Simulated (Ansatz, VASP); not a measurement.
One calculation of Na3SeBr, two programs

Contents of INCAR:

```
PREC = Accurate ; ENCUT = 520
EDIFF = 1E-7 ; ISMEAR = -1
SIGMA = 0.1 ; LREAL = F
LASPH = T ; NELM = 60
ALGO = Normal ; ISIF = 2
LWAVE = F ; LCHARG = F
GGA = PE ; NBANDS = 25
```

KPOINTS

```
Automatic mesh
0
Gamma
  5 5 5
```

File POSCAR:

```
Na3SeBr
1.0
    4.8108490000      0.0000000000      0.0000000000
    0.0000000000      4.8108490000      0.0000000000
    0.0000000000      0.0000000000      4.8108490000
Na Se Br
3 1 1
Direct
    0.5000000000      0.0000000000      0.5000000000
    0.0000000000      0.5000000000      0.5000000000
    0.5000000000      0.5000000000      0.0000000000
    0.5000000000      0.5000000000      0.5000000000
    0.0000000000      0.0000000000      0.0000000000
```

Input for Ansatz:

```yaml
crystal:
  lattice:
    - [4.810849, 0.0, 0.0]
    - [0.0, 4.810849, 0.0]
    - [0.0, 0.0, 4.810849]
  atoms:
    - { symbol: Na, position: [0.5, 0.0, 0.5] }
    - { symbol: Na, position: [0.0, 0.5, 0.5] }
    - { symbol: Na, position: [0.5, 0.5, 0.0] }
    - { symbol: Se, position: [0.5, 0.5, 0.5] }
    - { symbol: Br, position: [0.0, 0.0, 0.0] }
  symmetry: { tolerance: 0.0003 }
kpoints:
  mp_grid: { grid: [5, 5, 5], shift: [0, 0, 0] }
  band_path:
    path:
      - [0.0, 0.0, 0.0]
      - [0.0, 0.5, 0.0]
      - [0.5, 0.5, 0.0]
      - [0.0, 0.0, 0.0]
      - [0.5, 0.5, 0.5]
      - [0.0, 0.5, 0.0]
      - [0.5, 0.5, 0.5]
      - [0.5, 0.5, 0.0]
    npoints: 8
magnetization:
  spin_polarized: false
scf:
  occupations: { method: fermi_dirac }
  lower_state_search: "off"
  max_iter: 200
hamiltonian:
  pseudopotentials: { kind: paw }
  xc: pbe
basis:
  ecutwfc: 420
  fft_grid_basis: typed
output:
  forces: true
  stress: true
  eigenvalues: true
  bader: true
  populations: true
  elf: true
  write_potential: true
  volumetric_format: npy
  dos:
    e_range: [-12, 8]
    de: 0.05
    projected: { site_lists: { Br: [Br], Na: [Na], Se: [Se] } }
checkpoint:
  read: saved_state
```

Alike in both runs: task single point; functional PBE; k mesh 5 × 5 × 5; no spin polarisation.

|  | VASP | Ansatz |
| --- | --- | --- |
| version | VASP 6.6.1 | Ansatz 0.2.0 |
| potentials or method | VASP PAW PBE potentials, release 64 (Na_pv, Se, Br), cutoff 520 eV | PAW plane waves |
| occupations | fermi-dirac, width 0.1 eV | fermi-dirac |
| valence electrons in the cell | 34 | 50 |

VASP gave:

```
pressure (GPa) : 14.3
```

Problem. Which values does Ansatz return?

Solution. Pressure (GPa): 14.1.

VASP's potentials hold 34 valence electrons a cell and Ansatz's 50, so a difference there can come from the potentials and not from the codes.
